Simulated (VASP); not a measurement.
# HfN (Fm-3m) in VASP: a series of runs

Runs on HfN. Level: PBE. Tasks: single point.

All numbers are computed with VASP 6.6.1; they aren't measurements. Logs are shortened: lines on timing, memory, paths and dates and some standing lists are left out, and cuts for length are marked.

## (1) The cell of the first run

It takes space group Fm-3m (No. 225, cubic). The conventional cell has a = 4.420 Å, b = 4.420 Å, c = 4.420 Å, α = 90.00°, β = 90.00°, γ = 90.00°. Hf (site symmetry m-3m) has 6 N at 2.21 Å within 2.9 Å. N (site symmetry m-3m) has 6 Hf at 2.21 Å within 2.9 Å.

## (2) Single point, PBE (volume scaled by 0.9405)

The input, INCAR:

```
ALGO = Normal
EDIFF = 1E-7
ENCUT = 520
GGA = PE
ISIF = 2
ISMEAR = -1
LASPH = T
LCHARG = F
LREAL = F
LWAVE = F
NBANDS = 14
NELM = 100
PREC = Accurate
SIGMA = 0.05
```

The input, KPOINTS:

```
k-points
0
Gamma
  16 16 16
```

The input, POSCAR:

```
HfN
1.0
    0.0000000000      2.2102009817      2.2102009817
    2.2102009817      0.0000000000      2.2102009817
    2.2102009817      2.2102009817      0.0000000000
Hf N
1 1
Direct
    0.0000000000      0.0000000000      0.0000000000
    0.5000000000      0.5000000000      0.5000000000
```

Potentials or basis: VASP PAW PBE potentials, release 64 (Hf_pv, N).

The run is started by

```console
cat potpaw_PBE.64/Hf_pv/POTCAR potpaw_PBE.64/N/POTCAR > POTCAR
mpirun -np 1 vasp_std > vasp.out
```

OUTCAR:

```text
EDIFF = 1E-7
   ENCUT = 520
   GGA = PE
   ISIF = 2
   ISMEAR = -1
   LASPH = T
   LREAL = F
   NELM = 100
   PREC = Accurate

 ion  position               nearest neighbor table
   1  0.000  0.000  0.000-   2 2.21   2 2.21   2 2.21   2 2.21   2 2.21   2 2.21
   2  0.500  0.500  0.500-   1 2.21   1 2.21   1 2.21   1 2.21   1 2.21   1 2.21

  LATTYP: Found a face centered cubic cell.
 ALAT       =     4.4204019634

  Lattice vectors:

 A1 = (   0.0000000000,   2.2102009817,   2.2102009817)
 A2 = (   2.2102009817,   0.0000000000,   2.2102009817)
 A3 = (   2.2102009817,   2.2102009817,   0.0000000000)

Analysis of symmetry for initial positions (statically):
=====================================================================
 Subroutine PRICEL returns:
 Original cell was already a primitive cell.

 Routine SETGRP: Setting up the symmetry group for a
 face centered cubic supercell.

 Subroutine GETGRP returns: Found 48 space group operations
 (whereof 48 operations were pure point group operations)
 out of a pool of 48 trial point group operations.

The static configuration has the point symmetry O_h .

Analysis of symmetry for dynamics (positions and initial velocities):
=====================================================================
 Subroutine PRICEL returns:
 Original cell was already a primitive cell.

 Routine SETGRP: Setting up the symmetry group for a
 face centered cubic supercell.

 Subroutine GETGRP returns: Found 48 space group operations
 (whereof 48 operations were pure point group operations)
 out of a pool of 48 trial point group operations.

The dynamic configuration has the point symmetry O_h .

 Subroutine INISYM returns: Found 48 space group operations
 (whereof 48 operations are pure point group operations),
 and found     1 'primitive' translations

----------------------------------------------------------------------------------------

                                     Primitive cell

  volume of cell :      21.5936

  direct lattice vectors                    reciprocal lattice vectors
     0.000000000  2.210200982  2.210200982    -0.226223771  0.226223771  0.226223771
     2.210200982  0.000000000  2.210200982     0.226223771 -0.226223771  0.226223771
     2.210200982  2.210200982  0.000000000     0.226223771  0.226223771 -0.226223771

  length of vectors
     3.125696204  3.125696204  3.125696204     0.391831065  0.391831065  0.391831065

  position of ions in fractional coordinates (direct lattice)
     0.000000000  0.000000000  0.000000000
     0.500000000  0.500000000  0.500000000

  ion indices of the primitive-cell ions
   primitive index   ion index
                 1           1
                 2           2

----------------------------------------------------------------------------------------

 KPOINTS: k-points

Automatic generation of k-mesh.
 Grid dimensions read from file:
 generate k-points for:   16   16   16

 Generating k-lattice:

  Cartesian coordinates                     Fractional coordinates (reciprocal lattice)
    -0.014138986  0.014138986  0.014138986     0.062500000  0.000000000  0.000000000
     0.014138986 -0.014138986  0.014138986     0.000000000  0.062500000  0.000000000
     0.014138986  0.014138986 -0.014138986     0.000000000  0.000000000  0.062500000

  Length of vectors
     0.024489442  0.024489442  0.024489442

  Shift w.r.t. Gamma in fractional coordinates (k-lattice)
     0.000000000  0.000000000  0.000000000

 Subroutine IBZKPT returns following result:
 ===========================================

 Found    145 irreducible k-points:

 Following reciprocal coordinates:
            Coordinates               Weight
  0.000000  0.000000  0.000000      1.000000
  0.062500  0.000000  0.000000      8.000000
  0.125000  0.000000  0.000000      8.000000
  0.187500  0.000000  0.000000      8.000000
  0.250000  0.000000  0.000000      8.000000
  0.312500  0.000000  0.000000      8.000000
[... 16 lines left out ...]
 -0.125000  0.062500  0.000000     24.000000
 -0.062500  0.062500  0.000000     12.000000
 [... further k-points ...]
   k-points           NKPTS =    145   k-points in BZ     NKDIM =    145   number of bands    NBANDS=     14
   number of dos      NEDOS =    301   number of ions     NIONS =      2
   total plane-waves  NPLWV =  13824
   dimension x,y,z NGX =    24 NGY =   24 NGZ =   24
   dimension x,y,z NGXF=    48 NGYF=   48 NGZF=   48
   ions per type =               1   1
   NGX,Y,Z   is equivalent  to a cutoff of  12.76, 12.76, 12.76 a.u.
   NGXF,Y,Z  is equivalent  to a cutoff of  25.53, 25.53, 25.53 a.u.
 SYSTEM =  unknown system
   PREC   = accura    normal or accurate (medium, high low for compatibility)
   ISTART =      0    job   : 0-new  1-cont  2-samecut
   ICHARG =      2    charge: 1-file 2-atom 10-const
   ISPIN  =      1    spin polarized calculation?
   LNONCOLLINEAR =      F non collinear calculations
   LSORBIT =      F    spin-orbit coupling
   LASPH  =      T    aspherical Exc in radial PAW
   ENCUT  =  520.0 eV  38.22 Ry    6.18 a.u.   5.81  5.81  5.81*2*pi/ulx,y,z
   NELM   =    100;   NELMIN=  2; NELMDL= -5     # of ELM steps
   EDIFF  = 0.1E-06   stopping-criterion for ELM
   LREAL  =      F    real-space projection
   EDIFFG = 0.1E-05   stopping-criterion for IOM
   NSW    =      0    number of steps for IOM
   IBRION =     -1    ionic relax: 0-MD 1-quasi-New 2-CG
   NFREE  =      0    steps in history (QN), initial steepest desc. (CG)
   ISIF   =      2    stress and relaxation
   ISYM   =      2    0-nonsym 1-usesym 2-fastsym
   POTIM  = 0.5000    time-step for ionic-motion
   TEBEG  =    0.0;   TEEND  =   0.0 temperature during run
   PSTRESS=    0.0 pullay stress
   NELECT =      15.0000    total number of electrons
   NUPDOWN=      -1.0000    fix difference up-down
   EMIN   =  10.00;   EMAX   =-10.00  energy-range for DOS
   EFERMI =   0.00;   METHOD = LEGACY
   ISMEAR =    -1;   SIGMA  =   0.05  broadening in eV -4-tet -1-fermi 0-gaus
   EFERMI_NEDOS =   21; number of points for ismear=-14 and -15
   IALGO  =     38    algorithm
   IMIX   =      4    mixing-type and parameters
     AMIX     =   0.40;   BMIX     =  1.00
     AMIX_MAG =   1.60;   BMIX_MAG =  1.00
  volume/ion in A,a.u.               =      10.80        72.86
  Fermi-wavevector in a.u.,A,eV,Ry     =   1.449874  2.739864 28.601263  2.102134
  Thomas-Fermi vector in A             =   2.567550
   LORBIT       =      0    0 simple, 1 ext, 2 COOP (PROOUT), +10 PAW based schemes
   GGA     = PE    functional components
[... 5 lines left out ...]
 non-spin polarized calculation
  energy-cutoff  :      520.00
  volume of cell :       21.59
 maximum number of plane-waves:       604
   NGX = 11   NGY = 11   NGZ = 11

 number of electron      15.0000002 magnetization

 Free energy of the ion-electron system (eV)
  ---------------------------------------------------
  ext. energy  EPLUGINS =         0.00000000
  ---------------------------------------------------
  free energy    TOTEN  =       -21.63794790 eV

  energy without entropy =      -21.63342872  energy(sigma->0) =      -21.63568831

 E-fermi :   8.9841     XC(G=0): -13.0806

 val. band max:        8.9829398702   @ k =  -0.1250   0.0625   0.0000
 cond. band min:       8.9905123032   @ k =   0.3750   0.1250   0.0000
 fundamental gap:      0.0075724330
 Fermi energy:         8.9841140004

 k-point     1 :       0.0000    0.0000    0.0000
  band No.  band energies     occupation
      1     -21.9104      2.00000
      2     -21.9104      2.00000
      3     -21.9104      2.00000
      4      -8.9185      2.00000
      5       5.8774      2.00000
      6       5.8774      2.00000
      7       5.8774      2.00000
      8       8.5936      1.99919
      9       8.5936      1.99919
     10       8.5936      1.99919
     11      11.1116      0.00000
     12      11.1116      0.00000
     13      11.4297      0.00000
     14      18.7055      0.00000

 k-point     2 :       0.0625    0.0000    0.0000
  band No.  band energies     occupation
      1     -21.9630      2.00000
      2     -21.9145      2.00000
      3     -21.9145      2.00000
      4      -8.8136      2.00000
      5       5.4601      2.00000
      6       5.6184      2.00000
      7       5.6184      2.00000
      8       8.7202      1.98986
      9       8.7402      1.98491
     10       8.7402      1.98491
     11      11.4466      0.00000
     12      11.4466      0.00000
     13      11.7144      0.00000
     14      19.0397      0.00000

 k-point     3 :       0.1250    0.0000    0.0000
  band No.  band energies     occupation
      1     -22.1094      2.00000
      2     -21.9260      2.00000
      3     -21.9260      2.00000
      4      -8.5133      2.00000
      5       4.5176      2.00000
      6       5.0227      2.00000
      7       5.0227      2.00000
      8       8.9454      1.36923
      9       9.1241      0.11473
     10       9.1241      0.11473
     11      12.3148      0.00000
     12      12.3148      0.00000
     13      12.4472      0.00000
     14      19.9708      0.00000
[... 324 lines left out ...]
 k-point    23 :      -0.1250    0.0625    0.0000
  band No.  band energies     occupation
      1     -22.1938      2.00000
      2     -21.9697      2.00000
      3     -21.9189      2.00000
      4      -8.3008      2.00000
      5       3.8863      2.00000
      6       4.5100      2.00000
      7       5.0038      2.00000
      8       8.9829      1.01174
      9       9.0936      0.20130
     10       9.8928      0.00000
     11      11.8534      0.00000
     12      13.2891      0.00000
     13      13.3617      0.00000
     14      20.6266      0.00000

 k-point    24 :      -0.0625    0.0625    0.0000
  band No.  band energies     occupation
      1     -22.0356      2.00000
      2     -21.9408      2.00000
      3     -21.9122      2.00000
      4      -8.6459      2.00000
      5       4.8203      2.00000
      6       5.1481      2.00000
      7       5.4989      2.00000
      8       8.7737      1.97068
      9       8.7808      1.96632
     10       9.2689      0.00670
     11      11.3702      0.00000
     12      12.2460      0.00000
     13      12.3373      0.00000
     14      19.5695      0.00000

 [... further k-points ...]

------------------------ aborting loop because EDIFF is reached ----------------------------------------

  FORCE on cell =-STRESS in cart. coord.  units (eV):
  Direction    XX          YY          ZZ          XY          YZ          ZX
  --------------------------------------------------------------------------------------
  -------------------------------------------------------------------------------------
  Total        3.2857341      3.2857341      3.2857341      0.0000000      0.0000000     -0.0000000
  in kB      243.7910153    243.7910153    243.7910153      0.0000000      0.0000000     -0.0000000
  external PRESSURE =     243.7910153 kB  Pullay stress =       0.0000000 kB

 VOLUME and BASIS-vectors are now :
 -----------------------------------------------------------------------------
  energy-cutoff  :      520.00
  volume of cell :       21.59
      direct lattice vectors                 reciprocal lattice vectors
     0.000000000  2.210200982  2.210200982    -0.226223771  0.226223771  0.226223771
     2.210200982  0.000000000  2.210200982     0.226223771 -0.226223771  0.226223771
     2.210200982  2.210200982  0.000000000     0.226223771  0.226223771 -0.226223771

 POSITION                                       TOTAL-FORCE (eV/Angst)
 -----------------------------------------------------------------------------------
      0.00000      0.00000      0.00000        -0.000000      0.000000     -0.000000
      2.21020      2.21020      2.21020         0.000000      0.000000      0.000000
 -----------------------------------------------------------------------------------
    total drift:                                0.000000     -0.000000     -0.000000

  FREE ENERGIE OF THE ION-ELECTRON SYSTEM (eV)
  ---------------------------------------------------
  free  energy   TOTEN  =       -21.6379478984 eV

  energy  without entropy=      -21.6334287166  energy(sigma->0) =      -21.63568831
```

Wall time 13 s (1 thread of Intel Xeon 6975P-C (Granite Rapids), shared host); peak memory 0.17 GiB.

Results:

| Property | Result |
| --- | --- |
| Free energy | -21.6379 eV |
| Pressure | 24.4 GPa |

Caveat: the cell differs from its parent crystal (volume scaled by 0.9405); spin-orbit coupling is left out, which moves the levels of the heavy elements.

## (3) Single point, PBE (volume scaled by 0.98)

The input, INCAR:

```
SYSTEM = HfN
ALGO = Normal
EDIFF = 1E-7
ENCUT = 520
GGA = PE
ISIF = 2
ISMEAR = -1
LASPH = .True.
LCHARG = .False.
LREAL = .False.
LWAVE = .False.
NBANDS = 14
NELM = 60
PREC = Accurate
SIGMA = 0.05
```

The input, KPOINTS:

```
k-points
0
Gamma
  16 16 16
  0 0 0
```

The input, POSCAR:

```
HfN
1.0
    0.0000000000      2.2407196673      2.2407196673
    2.2407196673      0.0000000000      2.2407196673
    2.2407196673      2.2407196673      0.0000000000
Hf N
1 1
Direct
    0.0000000000      0.0000000000      0.0000000000
    0.5000000000      0.5000000000      0.5000000000
```

Potentials or basis: VASP PAW PBE potentials, release 64 (Hf_pv, N).

The run is started by

```console
cat potpaw_PBE.64/Hf_pv/POTCAR potpaw_PBE.64/N/POTCAR > POTCAR
mpirun -np 1 vasp_std > vasp.out
```

It took 14 s on 1 thread of Intel Xeon 6975P-C (Granite Rapids), shared host; peak memory 0.17 GiB.

Results (log left out):

```yaml
Free_energy: -21.7353 eV
Pressure: 10.3 GPa
```

Levels at points of the mesh, in eV from the Fermi level:
```tsv
k point	band 4	band 5	band 6	band 7	band 8	band 9	band 10	band 11	band 12	band 13
(0.00, 0.00, 0.00)	-17.66	-3.06	-3.06	-3.06	-0.36	-0.36	-0.36	2.02	2.02	2.03
(0.50, 0.00, 0.00)	-14.80	-9.03	-6.31	-6.31	3.39	3.83	3.83	4.55	9.13	9.13
(0.50, 0.50, 0.00)	-16.56	-5.41	-3.92	-3.71	-3.71	4.23	5.71	5.71	5.88	8.32
```

Caveat: the cell differs from its parent crystal (volume scaled by 0.98); spin-orbit coupling is left out, which moves the levels of the heavy elements.

## (4) Single point, PBE

This run uses another cell than the first one, of 11.48 Å³/atom, 1.063 times its volume.

The input, INCAR:

```
SYSTEM = HfN
PREC = Accurate
ENCUT = 520
EDIFF = 1E-6
ISMEAR = -1
SIGMA = 0.05
LREAL = .FALSE.
LASPH = .TRUE.
NELM = 100
ALGO = Normal
ISIF = 2
LWAVE = .FALSE.
LCHARG = .FALSE.
GGA = PE
NBANDS = 14
```

The input, KPOINTS:

```
Automatic mesh
0
G
  16 16 16
  0 0 0
```

The input, POSCAR:

```
HfN
1.0
    0.0000000000      2.2558601243      2.2558601243
    2.2558601243      0.0000000000      2.2558601243
    2.2558601243      2.2558601243      0.0000000000
Hf N
1 1
Direct
    0.0000000000      0.0000000000      0.0000000000
    0.5000000000      0.5000000000      0.5000000000
```

The run is started by

```console
cat potpaw_PBE.64/Hf_pv/POTCAR potpaw_PBE.64/N/POTCAR > POTCAR
mpirun -np 1 vasp_std > vasp.out
```

Wall time 12 s (1 thread of Intel Xeon 6975P-C (Granite Rapids), shared host); peak memory 0.17 GiB.

It converged, with:

```yaml
Free_energy: -21.7563 eV
Pressure: 4.2 GPa
```

Levels at points of the mesh, in eV from the Fermi level:
| k point | band 4 | band 5 | band 6 | band 7 | band 8 | band 9 | band 10 | band 11 | band 12 | band 13 |
| --- | --- | --- | --- | --- | --- | --- | --- | --- | --- | --- |
| (0.00, 0.00, 0.00) | -17.54 | -3.04 | -3.04 | -3.04 | -0.35 | -0.35 | -0.35 | 1.83 | 1.98 | 1.98 |
| (0.50, 0.00, 0.00) | -14.79 | -8.91 | -6.21 | -6.21 | 3.29 | 3.72 | 3.72 | 4.45 | 8.88 | 8.88 |
| (0.50, 0.50, 0.00) | -16.45 | -5.42 | -3.83 | -3.70 | -3.70 | 4.12 | 5.55 | 5.55 | 5.64 | 8.05 |

Caveat: spin-orbit coupling is left out, which moves the levels of the heavy elements.

[end of part 1 of 2]
